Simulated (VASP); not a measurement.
# TiN (Fm-3m) in VASP: notebook

TiN is run at these levels: LDA; tasks: single point, relaxation of cell and atoms.

Everything below comes from runs of VASP 6.6.1. Logs are shortened: lines on timing, memory, paths and dates and some standing lists are left out, and cuts for length are marked.

## (1) The cell of the first run

Symmetry: Fm-3m, No. 225, cubic system. Conventional cell: a = 4.171 Å, b = 4.171 Å, c = 4.171 Å, α = 90.00°, β = 90.00°, γ = 90.00°. Within 2.8 Å of Ti (site symmetry m-3m) lie 6 N at 2.09 Å. Within 2.8 Å of N (site symmetry m-3m) lie 6 Ti at 2.09 Å.

## (2) Single point, LDA

Input file INCAR:

```
SYSTEM = TiN
ALGO = Normal
EDIFF = 1E-6
ENCUT = 520
ISIF = 2
ISMEAR = 0
LASPH = .True.
LCHARG = .False.
LREAL = .False.
LWAVE = .False.
NBANDS = 16
NELM = 80
PREC = Accurate
SIGMA = 0.1
```

Input file KPOINTS:

```
k-points
0
Gamma
  20 20 20
  0 0 0
```

Input file POSCAR:

```
TiN
1.0
    0.0000000000      2.0856689603      2.0856689603
    2.0856689603      0.0000000000      2.0856689603
    2.0856689603      2.0856689603      0.0000000000
Ti N
1 1
Direct
    0.0000000000      0.0000000000      0.0000000000
    0.5000000000      0.5000000000      0.5000000000
```

Potentials or basis: VASP PAW LDA potentials, release 64 (Ti_sv, N).

Run with:

```sh
> cat potpaw_LDA.64/Ti_sv/POTCAR potpaw_LDA.64/N/POTCAR > POTCAR
> mpirun -np 1 vasp_std > vasp.out
```

OUTCAR:

```text
SYSTEM = TiN
   EDIFF = 1E-6
   ENCUT = 520
   ISIF = 2
   ISMEAR = 0
   LASPH = .True.
   LREAL = .False.
   NELM = 80
   PREC = Accurate

 ion  position               nearest neighbor table
   1  0.000  0.000  0.000-   2 2.09   2 2.09   2 2.09   2 2.09   2 2.09   2 2.09
   2  0.500  0.500  0.500-   1 2.09   1 2.09   1 2.09   1 2.09   1 2.09   1 2.09

  LATTYP: Found a face centered cubic cell.
 ALAT       =     4.1713379206

  Lattice vectors:

 A1 = (   0.0000000000,   2.0856689603,   2.0856689603)
 A2 = (   2.0856689603,   0.0000000000,   2.0856689603)
 A3 = (   2.0856689603,   2.0856689603,   0.0000000000)

Analysis of symmetry for initial positions (statically):
=====================================================================
 Subroutine PRICEL returns:
 Original cell was already a primitive cell.

 Routine SETGRP: Setting up the symmetry group for a
 face centered cubic supercell.

 Subroutine GETGRP returns: Found 48 space group operations
 (whereof 48 operations were pure point group operations)
 out of a pool of 48 trial point group operations.

The static configuration has the point symmetry O_h .

Analysis of symmetry for dynamics (positions and initial velocities):
=====================================================================
 Subroutine PRICEL returns:
 Original cell was already a primitive cell.

 Routine SETGRP: Setting up the symmetry group for a
 face centered cubic supercell.

 Subroutine GETGRP returns: Found 48 space group operations
 (whereof 48 operations were pure point group operations)
 out of a pool of 48 trial point group operations.

The dynamic configuration has the point symmetry O_h .

 Subroutine INISYM returns: Found 48 space group operations
 (whereof 48 operations are pure point group operations),
 and found     1 'primitive' translations

----------------------------------------------------------------------------------------

                                     Primitive cell

  volume of cell :      18.1454

  direct lattice vectors                    reciprocal lattice vectors
     0.000000000  2.085668960  2.085668960    -0.239731237  0.239731237  0.239731237
     2.085668960  0.000000000  2.085668960     0.239731237 -0.239731237  0.239731237
     2.085668960  2.085668960  0.000000000     0.239731237  0.239731237 -0.239731237

  length of vectors
     2.949581330  2.949581330  2.949581330     0.415226683  0.415226683  0.415226683

  position of ions in fractional coordinates (direct lattice)
     0.000000000  0.000000000  0.000000000
     0.500000000  0.500000000  0.500000000
[... 78 lines left out ...]
   LREAL  =      F    real-space projection
   EDIFFG = 0.1E-04   stopping-criterion for IOM
   NSW    =      0    number of steps for IOM
   IBRION =     -1    ionic relax: 0-MD 1-quasi-New 2-CG
   NFREE  =      0    steps in history (QN), initial steepest desc. (CG)
   ISIF   =      2    stress and relaxation
   ISYM   =      2    0-nonsym 1-usesym 2-fastsym
   POTIM  = 0.5000    time-step for ionic-motion
   TEBEG  =    0.0;   TEEND  =   0.0 temperature during run
   PSTRESS=    0.0 pullay stress
   NELECT =      17.0000    total number of electrons
   NUPDOWN=      -1.0000    fix difference up-down
   EMIN   =  10.00;   EMAX   =-10.00  energy-range for DOS
   EFERMI =   0.00;   METHOD = LEGACY
   ISMEAR =     0;   SIGMA  =   0.10  broadening in eV -4-tet -1-fermi 0-gaus
   EFERMI_NEDOS =   21; number of points for ismear=-14 and -15
   IALGO  =     38    algorithm
   IMIX   =      4    mixing-type and parameters
     AMIX     =   0.40;   BMIX     =  1.00
     AMIX_MAG =   1.60;   BMIX_MAG =  1.00
  volume/ion in A,a.u.               =       9.07        61.23
  Fermi-wavevector in a.u.,A,eV,Ry     =   1.601901  3.027155 34.913745  2.566088
  Thomas-Fermi vector in A             =   2.698807
   LORBIT       =      0    0 simple, 1 ext, 2 COOP (PROOUT), +10 PAW based schemes
   GGA     = CA    functional components
   LHFCALC =     F    Hartree Fock is set to
   AEXX    =    0.0000 exact exchange contribution
   IVDW    =     0    specifies the selected vdW correction
   LEPSILON=     F    determine dielectric tensor
   LRPA    =     F    only Hartree local field effects (RPA)
 non-spin polarized calculation
 Gauss-broadening in eV      SIGMA  =   0.10
  energy-cutoff  :      520.00
  volume of cell :       18.15
 maximum number of plane-waves:       531
 NGX is ok and might be reduce to    24
   NGX = 11   NGY = 11   NGZ = 11

 number of electron      16.9999996 magnetization

 Free energy of the ion-electron system (eV)
  ---------------------------------------------------
  ext. energy  EPLUGINS =         0.00000000
  ---------------------------------------------------
  free energy    TOTEN  =       -21.67503496 eV

  energy without entropy =      -21.67190005  energy(sigma->0) =      -21.67346750

 E-fermi :  11.8632     XC(G=0): -13.6487

 val. band max:       11.8579171427   @ k =   0.2500   0.0500   0.0000
 cond. band min:      11.8667376521   @ k =  -0.1500   0.1500   0.0000
 fundamental gap:      0.0088205094
 Fermi energy:        11.8631973533

 k-point     1 :       0.0000    0.0000    0.0000
  band No.  band energies     occupation
      1     -45.2053      2.00000
      2     -21.5201      2.00000
      3     -21.5201      2.00000
      4     -21.5201      2.00000
      5      -5.2628      2.00000
      6       9.8116      2.00000
[... 433 lines left out ...]
      3     -21.5981      2.00000
      4     -21.5700      2.00000
      5      -3.0993      2.00000
      6       4.4218      2.00000
[... 8 lines left out ...]
     15      25.5416      0.00000
     16      27.6661      0.00000

 [... further k-points ...]

------------------------ aborting loop because EDIFF is reached ----------------------------------------

  FORCE on cell =-STRESS in cart. coord.  units (eV):
  Direction    XX          YY          ZZ          XY          YZ          ZX
  --------------------------------------------------------------------------------------
  -------------------------------------------------------------------------------------
  Total        0.1246694      0.1246694      0.1246694      0.0000000      0.0000000      0.0000000
  in kB       11.0078946     11.0078946     11.0078946      0.0000000      0.0000000      0.0000000
  external PRESSURE =      11.0078946 kB  Pullay stress =       0.0000000 kB

 VOLUME and BASIS-vectors are now :
 -----------------------------------------------------------------------------
  energy-cutoff  :      520.00
  volume of cell :       18.15
      direct lattice vectors                 reciprocal lattice vectors
     0.000000000  2.085668960  2.085668960    -0.239731237  0.239731237  0.239731237
     2.085668960  0.000000000  2.085668960     0.239731237 -0.239731237  0.239731237
     2.085668960  2.085668960  0.000000000     0.239731237  0.239731237 -0.239731237

 POSITION                                       TOTAL-FORCE (eV/Angst)
 -----------------------------------------------------------------------------------
      0.00000      0.00000      0.00000         0.000000     -0.000000      0.000000
      2.08567      2.08567      2.08567        -0.000000      0.000000     -0.000000
 -----------------------------------------------------------------------------------
    total drift:                                0.000000     -0.000000     -0.000000

  FREE ENERGIE OF THE ION-ELECTRON SYSTEM (eV)
  ---------------------------------------------------
  free  energy   TOTEN  =       -21.6750349559 eV

  energy  without entropy=      -21.6719000491  energy(sigma->0) =      -21.67346750
```

stdout:

```text
POSCAR found type information on POSCAR TiN
 POSCAR found :  2 types and       2 ions
 scaLAPACK will be used
 LDA part: xc-table for (Slater(with rela. corr.)+CA(PZ))
 , standard interpolation
 POSCAR, INCAR and KPOINTS ok, starting setup
 FFT: planning ... GRIDC
 FFT: planning ... GRID_SOFT
 FFT: planning ... GRID
 WAVECAR not read
 entering main loop
```

It took 47 s on 1 thread of Intel Xeon Platinum 8375C at 2.90GHz (Ice Lake), shared host; peak memory 0.19 GiB.

What came out:

| Property | Result |
| --- | --- |
| Free energy | -21.6750 eV |
| Pressure | 1.1 GPa |
| Band gap on the k mesh | zero (an odd number of electrons rules out a gap without spin polarisation) |

## (3) Relaxation of cell and atoms, LDA

This run uses another cell than the first one, of 9.53 Å³/atom.

Input file INCAR:

```
PREC     = Accurate       # precision mode
ENCUT    = 600            # plane-wave cutoff, eV
EDIFF    = 1E-7           # SCF threshold, eV
ISMEAR   = 0              # smearing method
SIGMA    = 0.1            # smearing width, eV
LREAL    = False          # projectors in reciprocal space
LASPH    = True           # aspherical terms in the spheres
NELM     = 100            # most SCF steps
ALGO     = Normal         # electronic algorithm
ISIF     = 3              # what is computed and relaxed
LWAVE    = False          # write WAVECAR
LCHARG   = False          # write CHGCAR
IBRION   = 2              # ionic algorithm
NSW      = 80             # ionic steps
EDIFFG   = -0.005         # ionic threshold
```

Input file KPOINTS:

```
regular mesh
0
Gamma
  20 20 20
```

Input file POSCAR:

```
TiN
1.0
    0.0000000000      2.1200000000      2.1200000000
    2.1200000000      0.0000000000      2.1200000000
    2.1200000000      2.1200000000      0.0000000000
Ti N
1 1
Direct
    0.0000000000      0.0000000000      0.0000000000
    0.5000000000      0.5000000000      0.5000000000
```

Potentials or basis: VASP PAW LDA potentials, release 64 (Ti_sv, N).

Run with:

```sh
> cat potpaw_LDA.64/Ti_sv/POTCAR potpaw_LDA.64/N/POTCAR > POTCAR
> mpirun -np 1 vasp_std > vasp.out
```

OUTCAR:

```text
PREC = Accurate
   ENCUT = 600
   EDIFF = 1E-7
   ISMEAR = 0
   LREAL = False
   LASPH = True
   NELM = 100
   ISIF = 3
   IBRION = 2
   NSW = 80
   EDIFFG = -0.005

 ion  position               nearest neighbor table
   1  0.000  0.000  0.000-   2 2.12   2 2.12   2 2.12   2 2.12   2 2.12   2 2.12
   2  0.500  0.500  0.500-   1 2.12   1 2.12   1 2.12   1 2.12   1 2.12   1 2.12

  LATTYP: Found a face centered cubic cell.
 ALAT       =     4.2400000000

  Lattice vectors:

 A1 = (   0.0000000000,   2.1200000000,   2.1200000000)
 A2 = (   2.1200000000,   0.0000000000,   2.1200000000)
 A3 = (   2.1200000000,   2.1200000000,   0.0000000000)

Analysis of symmetry for initial positions (statically):
=====================================================================
 Subroutine PRICEL returns:
 Original cell was already a primitive cell.

 Routine SETGRP: Setting up the symmetry group for a
 face centered cubic supercell.

 Subroutine GETGRP returns: Found 48 space group operations
 (whereof 48 operations were pure point group operations)
 out of a pool of 48 trial point group operations.

The static configuration has the point symmetry O_h .

Analysis of symmetry for dynamics (positions and initial velocities):
=====================================================================
 Subroutine PRICEL returns:
 Original cell was already a primitive cell.

 Routine SETGRP: Setting up the symmetry group for a
 face centered cubic supercell.

 Subroutine GETGRP returns: Found 48 space group operations
 (whereof 48 operations were pure point group operations)
 out of a pool of 48 trial point group operations.

The dynamic configuration has the point symmetry O_h .

 Subroutine INISYM returns: Found 48 space group operations
 (whereof 48 operations are pure point group operations),
 and found     1 'primitive' translations

----------------------------------------------------------------------------------------

                                     Primitive cell

  volume of cell :      19.0563

  direct lattice vectors                    reciprocal lattice vectors
     0.000000000  2.120000000  2.120000000    -0.235849057  0.235849057  0.235849057
     2.120000000  0.000000000  2.120000000     0.235849057 -0.235849057  0.235849057
     2.120000000  2.120000000  0.000000000     0.235849057  0.235849057 -0.235849057

  length of vectors
     2.998132752  2.998132752  2.998132752     0.408502549  0.408502549  0.408502549

  position of ions in fractional coordinates (direct lattice)
     0.000000000  0.000000000  0.000000000
     0.500000000  0.500000000  0.500000000

  ion indices of the primitive-cell ions
   primitive index   ion index
                 1           1
                 2           2

----------------------------------------------------------------------------------------

 KPOINTS: regular mesh

Automatic generation of k-mesh.
 Grid dimensions read from file:
 generate k-points for:   20   20   20

 Generating k-lattice:

[... 51 lines left out ...]
 SYSTEM =  unknown system
   PREC   = accura    normal or accurate (medium, high low for compatibility)
   ISTART =      0    job   : 0-new  1-cont  2-samecut
   ICHARG =      2    charge: 1-file 2-atom 10-const
   ISPIN  =      1    spin polarized calculation?
   LNONCOLLINEAR =      F non collinear calculations
   LSORBIT =      F    spin-orbit coupling
   LASPH  =      T    aspherical Exc in radial PAW
   ENCUT  =  600.0 eV  44.10 Ry    6.64 a.u.   5.99  5.99  5.99*2*pi/ulx,y,z
   NELM   =    100;   NELMIN=  2; NELMDL= -5     # of ELM steps
   EDIFF  = 0.1E-06   stopping-criterion for ELM
   LREAL  =      F    real-space projection
   EDIFFG = -.5E-02   stopping-criterion for IOM
   NSW    =     80    number of steps for IOM
   IBRION =      2    ionic relax: 0-MD 1-quasi-New 2-CG
   NFREE  =      1    steps in history (QN), initial steepest desc. (CG)
   ISIF   =      3    stress and relaxation
   ISYM   =      2    0-nonsym 1-usesym 2-fastsym
   POTIM  = 0.5000    time-step for ionic-motion
   TEBEG  =    0.0;   TEEND  =   0.0 temperature during run
   PSTRESS=    0.0 pullay stress
   NELECT =      17.0000    total number of electrons
   NUPDOWN=      -1.0000    fix difference up-down
   EMIN   =  10.00;   EMAX   =-10.00  energy-range for DOS
   EFERMI =   0.00;   METHOD = LEGACY
   ISMEAR =     0;   SIGMA  =   0.10  broadening in eV -4-tet -1-fermi 0-gaus
   EFERMI_NEDOS =   21; number of points for ismear=-14 and -15
   IALGO  =     38    algorithm
   IMIX   =      4    mixing-type and parameters
     AMIX     =   0.40;   BMIX     =  1.00
     AMIX_MAG =   1.60;   BMIX_MAG =  1.00
  volume/ion in A,a.u.               =       9.53        64.30
  Fermi-wavevector in a.u.,A,eV,Ry     =   1.575960  2.978133 33.792122  2.483651
  Thomas-Fermi vector in A             =   2.676865
   LORBIT       =      0    0 simple, 1 ext, 2 COOP (PROOUT), +10 PAW based schemes
   GGA     = CA    functional components
   LHFCALC =     F    Hartree Fock is set to
   AEXX    =    0.0000 exact exchange contribution
   IVDW    =     0    specifies the selected vdW correction
   LEPSILON=     F    determine dielectric tensor
   LRPA    =     F    only Hartree local field effects (RPA)
 conjugate gradient relaxation of ions
 non-spin polarized calculation
 Gauss-broadening in eV      SIGMA  =   0.10
  energy-cutoff  :      600.00
  volume of cell :       19.06
 maximum number of plane-waves:       648
   NGX = 11   NGY = 11   NGZ = 11

--------------------------------------- Ionic step        1  -------------------------------------------

 number of electron      17.0000002 magnetization

 Free energy of the ion-electron system (eV)
  ---------------------------------------------------
  ext. energy  EPLUGINS =         0.00000000
  ---------------------------------------------------
  free energy    TOTEN  =       -21.64003863 eV

  energy without entropy =      -21.63661742  energy(sigma->0) =      -21.63832803

------------------------ aborting loop because EDIFF is reached ----------------------------------------

  FORCE on cell =-STRESS in cart. coord.  units (eV):
  Direction    XX          YY          ZZ          XY          YZ          ZX
  --------------------------------------------------------------------------------------
  -------------------------------------------------------------------------------------
  Total       -1.5718945     -1.5718945     -1.5718945     -0.0000000     -0.0000000     -0.0000000
  in kB     -132.1588942   -132.1588942   -132.1588942     -0.0000000     -0.0000000     -0.0000000
  external PRESSURE =    -132.1588942 kB  Pullay stress =       0.0000000 kB
[... 95 lines left out ...]
--------------------------------------- Ionic step        4  -------------------------------------------

 number of electron      16.9999996 magnetization

 Free energy of the ion-electron system (eV)
  ---------------------------------------------------
  ext. energy  EPLUGINS =         0.00000000
  ---------------------------------------------------
  free energy    TOTEN  =       -21.67660945 eV

  energy without entropy =      -21.67345690  energy(sigma->0) =      -21.67503317

 E-fermi :  11.8182     XC(G=0): -13.6311

 val. band max:       11.8129443366   @ k =   0.2500   0.0500   0.0000
 cond. band min:      11.8218448999   @ k =  -0.1500   0.1500   0.0000
 fundamental gap:      0.0089005633
 Fermi energy:        11.8181774381

 k-point     1 :       0.0000    0.0000    0.0000
  band No.  band energies     occupation
      1     -45.2542      2.00000
      2     -21.5723      2.00000
      3     -21.5723      2.00000
      4     -21.5723      2.00000
      5      -5.2882      2.00000
      6       9.7707      2.00000
      7       9.7707      2.00000
      8       9.7707      2.00000
      9      11.1380      2.00000
     10      11.1380      2.00000
     11      11.1380      2.00000
     12      12.4235      0.00000
[... 331 lines left out ...]
 k-point    24 :      -0.3500    0.0500    0.0000
  band No.  band energies     occupation
      1     -45.1468      2.00000
      2     -22.2358      2.00000
      3     -21.6496      2.00000
      4     -21.6218      2.00000
      5      -3.1368      2.00000
      6       4.3941      2.00000
      7       6.3916      2.00000
      8       6.5509      2.00000
      9      13.0121      0.00000
     10      13.1479      0.00000
     11      13.7217      0.00000
     12      16.7824      0.00000

 [... further k-points ...]

------------------------ aborting loop because EDIFF is reached ----------------------------------------

  FORCE on cell =-STRESS in cart. coord.  units (eV):
  Direction    XX          YY          ZZ          XY          YZ          ZX
  --------------------------------------------------------------------------------------
  -------------------------------------------------------------------------------------
  Total       -0.0015527     -0.0015527     -0.0015527     -0.0000000     -0.0000000     -0.0000000
  in kB       -0.1366689     -0.1366689     -0.1366689     -0.0000000     -0.0000000     -0.0000000
  external PRESSURE =      -0.1366689 kB  Pullay stress =       0.0000000 kB
[... 17 lines left out ...]
  FREE ENERGIE OF THE ION-ELECTRON SYSTEM (eV)
  ---------------------------------------------------
  free  energy   TOTEN  =       -21.6766094473 eV

  energy  without entropy=      -21.6734568989  energy(sigma->0) =      -21.67503317

 reached required accuracy - stopping structural energy minimisation
```

Run time: 1.8 min. Hardware: 1 thread of Intel Xeon Platinum 8375C at 2.90GHz (Ice Lake), shared host; peak memory 0.21 GiB.

What came out:

```
Free energy                           : -21.6766 eV
Relaxed volume                        : 9.10 Å³/atom
Relaxed cell                          : a = 2.953 Å, b = 2.953 Å, c = 2.953 Å, α = 60.00°, β = 60.00°, γ = 60.00°
Space group after relaxing (to 0.1 Å) : Fm-3m (No. 225)
Energy gained by relaxing             : 18.3 meV/atom
Ionic steps                           : 4
Pressure after relaxing               : 0.0 GPa
Band gap on the k mesh                : zero (an odd number of electrons rules out a gap without spin polarisation)
```

Step by step:
| step | energy change (eV) | largest force (eV/Å) | pressure (GPa) | volume (Å³) |
| --- | --- | --- | --- | --- |
| 1 | 0.0000 | 0.0000 | -13.22 | 19.06 |
| 2 | 0.0568 | 0.0000 | 25.78 | 16.97 |
| 3 | -0.0366 | 0.0000 | -0.30 | 18.22 |
| 4 | -0.0366 | 0.0000 | -0.01 | 18.20 |

Final structure:
```yaml
crystal:
  lattice:
    - [0.00000, 2.08787, 2.08787]
    - [2.08787, 0.00000, 2.08787]
    - [2.08787, 2.08787, 0.00000]
  atoms:
    - { symbol: Ti, position: [0.00000, 0.00000, 0.00000] }
    - { symbol: N, position: [0.50000, 0.50000, 0.50000] }
```
